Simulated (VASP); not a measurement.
# TaN (I4/mmm) in VASP: a series of runs, part 2 of 2

VASP 6.6.1. Earlier steps stand in the parts before.

## (3) Single point, LDA (strain +0.050 along x and y, +0.000 along z)

Contents of INCAR:

```
SYSTEM = TaN
PREC = Accurate
ENCUT = 520
EDIFF = 1E-6
ISMEAR = 0
SIGMA = 0.15
LREAL = .FALSE.
LASPH = .TRUE.
NELM = 60
ALGO = Normal
ISIF = 2
LWAVE = .FALSE.
LCHARG = .FALSE.
GGA = CA
NBANDS = 15
```

Contents of KPOINTS:

```
Automatic mesh
0
G
  18 18 18
  0 0 0
```

Contents of POSCAR:

```
TaN
1.0
    0.0000000000      2.2879500000      2.1790000000
    2.2879500000      0.0000000000      2.1790000000
    2.2879500000      2.2879500000      0.0000000000
Ta N
1 1
Direct
    0.5000000000      0.5000000000      0.5000000000
    0.0000000000      0.0000000000      0.0000000000
```

Potentials or basis: VASP PAW LDA potentials, release 64 (Ta_pv, N).

Command:

```
$ cat potpaw_LDA.64/Ta_pv/POTCAR potpaw_LDA.64/N/POTCAR > POTCAR
$ mpirun -np 1 vasp_std > vasp.out
```

OUTCAR:

```text
SYSTEM = TaN
   PREC = Accurate
   ENCUT = 520
   EDIFF = 1E-6
   ISMEAR = 0
   LREAL = .FALSE.
   LASPH = .TRUE.
   NELM = 60
   ISIF = 2
   GGA = CA

 ion  position               nearest neighbor table
   1  0.500  0.500  0.500-   2 2.18   2 2.18   2 2.29   2 2.29   2 2.29   2 2.29
   2  0.000  0.000  0.000-   1 2.18   1 2.18   1 2.29   1 2.29   1 2.29   1 2.29

  LATTYP: Found a body centered tetragonal cell.
 ALAT       =     3.2356499200
 C/A-ratio  =     1.3468700594

  Lattice vectors:

 A1 = (   0.0000000000,  -2.2879500000,  -2.1790000000)
 A2 = (   0.0000000000,   2.2879500000,  -2.1790000000)
 A3 = (   2.2879500000,   0.0000000000,   2.1790000000)

Analysis of symmetry for initial positions (statically):
=====================================================================
 Subroutine PRICEL returns:
 Original cell was already a primitive cell.

 Routine SETGRP: Setting up the symmetry group for a
 body centered tetragonal supercell.

 Subroutine GETGRP returns: Found 16 space group operations
 (whereof 16 operations were pure point group operations)
 out of a pool of 16 trial point group operations.

The static configuration has the point symmetry D_4h.

Analysis of symmetry for dynamics (positions and initial velocities):
=====================================================================
 Subroutine PRICEL returns:
 Original cell was already a primitive cell.

 Routine SETGRP: Setting up the symmetry group for a
 body centered tetragonal supercell.

 Subroutine GETGRP returns: Found 16 space group operations
 (whereof 16 operations were pure point group operations)
 out of a pool of 16 trial point group operations.

The dynamic configuration has the point symmetry D_4h.

 Subroutine INISYM returns: Found 16 space group operations
 (whereof 16 operations are pure point group operations),
 and found     1 'primitive' translations

----------------------------------------------------------------------------------------

                                     Primitive cell

  volume of cell :      22.8129

[... 114 lines left out ...]
   LHFCALC =     F    Hartree Fock is set to
   AEXX    =    0.0000 exact exchange contribution
   IVDW    =     0    specifies the selected vdW correction
   LEPSILON=     F    determine dielectric tensor
   LRPA    =     F    only Hartree local field effects (RPA)
 non-spin polarized calculation
 Gauss-broadening in eV      SIGMA  =   0.15
  energy-cutoff  :      520.00
  volume of cell :       22.81
 maximum number of plane-waves:       632
   NGX = 11   NGY = 11   NGZ = 13

 number of electron      15.9999996 magnetization

 Free energy of the ion-electron system (eV)
  ---------------------------------------------------
  ext. energy  EPLUGINS =         0.00000000
  ---------------------------------------------------
  free energy    TOTEN  =       -23.89073904 eV

  energy without entropy =      -23.88017137  energy(sigma->0) =      -23.88545521

 E-fermi :   8.5814     XC(G=0): -13.2797

 val. band max:        8.5679698936   @ k =  -0.3333   0.3333   0.1667
 cond. band min:       8.5909012243   @ k =  -0.3889   0.2222   0.0556
 fundamental gap:      0.0229313307
 Fermi energy:         8.5814370534

 k-point     1 :       0.0000    0.0000    0.0000
  band No.  band energies     occupation
      1     -27.0877      2.00000
      2     -27.0877      2.00000
      3     -27.0614      2.00000
      4      -9.4458      2.00000
      5       4.9692      2.00000
      6       4.9692      2.00000
      7       5.1491      2.00000
      8       6.4915      2.00000
      9       6.4915      2.00000
     10       7.0220      2.00000
     11       8.2625      1.99736
     12       8.3480      1.97223
     13      10.3354      0.00000
     14      18.0863      0.00000
[... 401 lines left out ...]
      2     -27.1237      2.00000
      3     -27.1144      2.00000
      4      -8.3493      2.00000
      5       1.4574      2.00000
      6       2.6336      2.00000
      7       3.1443      2.00000
      8       7.6439      2.00000
      9       7.7717      2.00000
     10       8.7620      0.08867
     11      11.7763      0.00000
     12      12.0675      0.00000
     13      12.5000      0.00000
     14      19.8558      0.00000
     15      20.5929      0.00000

 [... further k-points ...]
[... 5 lines left out ...]
  --------------------------------------------------------------------------------------
  -------------------------------------------------------------------------------------
  Total       -4.9897791     -4.9897791     -1.9911477      0.0000000      0.0000000     -0.0000000
  in kB     -350.4383403   -350.4383403   -139.8407599      0.0000000      0.0000000     -0.0000000
  external PRESSURE =    -280.2391468 kB  Pullay stress =       0.0000000 kB

 VOLUME and BASIS-vectors are now :
 -----------------------------------------------------------------------------
  energy-cutoff  :      520.00
  volume of cell :       22.81
      direct lattice vectors                 reciprocal lattice vectors
     0.000000000  2.287950000  2.179000000    -0.218536244  0.218536244  0.229463056
     2.287950000  0.000000000  2.179000000     0.218536244 -0.218536244  0.229463056
     2.287950000  2.287950000  0.000000000     0.218536244  0.218536244 -0.229463056

 POSITION                                       TOTAL-FORCE (eV/Angst)
 -----------------------------------------------------------------------------------
      2.28795      2.28795      2.17900        -0.000000      0.000000      0.000000
      0.00000      0.00000      0.00000         0.000000     -0.000000      0.000000
 -----------------------------------------------------------------------------------
    total drift:                                0.000000     -0.000000      0.000000

  FREE ENERGIE OF THE ION-ELECTRON SYSTEM (eV)
  ---------------------------------------------------
  free  energy   TOTEN  =       -23.8907390390 eV

  energy  without entropy=      -23.8801713710  energy(sigma->0) =      -23.88545521
```

Run time: 62 s. Hardware: 1 thread of Intel Xeon Platinum 8375C at 2.90GHz (Ice Lake), shared host; peak memory 0.27 GiB.

Results:

```
Free energy            : -23.8907 eV
Pressure               : -28.0 GPa
Band gap on the k mesh : zero (band 8 reaches 10.06 eV, above the bottom of band 9 at 6.49 eV)
```

Caveat: the cell differs from its parent crystal (strain +0.050 along x and y, +0.000 along z); spin-orbit coupling is left out, which moves the levels of the heavy elements.
